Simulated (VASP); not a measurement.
NbTe:

```xyz
2
Lattice="3.7756 0.0000 0.0000 -1.8878 3.2698 0.0000 0.0000 0.0000 3.7667" Properties=species:S:1:pos:R:3 pbc="T T T"
Te    1.8878    1.0899    0.0000
Nb    0.0000    0.0000    1.8833
```

This cell differs from its parent crystal: volume scaled by 1.06.

Base run:

| Quantity | Value |
| --- | --- |
| Program | VASP 6.6.1 |
| Functional | PBEsol |
| Potentials or basis | VASP PAW PBE potentials, release 64 (Te, Nb_sv) |
| Cutoff | 520 eV |
| k mesh | 8 × 8 × 7 |
| Occupations | fermi-dirac, width 0.05 eV |
| Spin | no spin polarisation |

Its results: pressure -10.9 GPa.

**Question.** The run is repeated on the same cell with these changes: functional from PBEsol to LDA; potentials or basis from VASP PAW PBE potentials, release 64 (Te, Nb_sv) to VASP PAW LDA potentials, release 64 (Te, Nb_sv). What comes out?

**Answer.** Pressure -12.9 GPa.

Caveats: the PAW data sets were made with another functional, which shifts forces and pressure a little (some runs).
